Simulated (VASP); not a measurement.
# Pd: electric field gradients with PBE

Crystal: Pd.

```
CELL_PARAMETERS angstrom
0.00000 1.94490 1.94490
1.94490 0.00000 1.94490
1.94490 1.94490 0.00000
ATOMIC_POSITIONS crystal
Pd 0.00000 0.00000 0.00000
```

- Program: VASP 6.6.1
- Task: electric field gradients
- Functional: PBE
- Potentials or basis: VASP PAW PBE potentials, release 64 (Pd)
- Cutoff: 520 eV
- k mesh: 18 × 18 × 18
- Occupations: fermi-dirac, width 0.05 eV
- Spin: non-collinear spin, zero start, spin-orbit coupling
- Starting moments: [[0.0, 0.0, 0.0]] μB
- Dipole correction: no
- Further INCAR settings: ALGO = Normal; EDIFF = 1e-08; NBANDS = 21

```yaml
Pressure: 7.4 GPa
Net_moment: 0.00 μB per cell
Valence_electrons_inside_the_program's_atomic_spheres: Pd 9.45
```

Moments on the atoms (μB; x, y, z):
```
Pd  0.00 0.00 0.00
```

Wall time 4.2 min on 1 thread of AMD EPYC 7R43 64-Core Processor (Zen 3) (shared host), peak memory 0.18 GiB.

Caveat: without QUAD_EFG the Cq values of the log hold for a quadrupole moment of 1 mb, not for the nuclei.
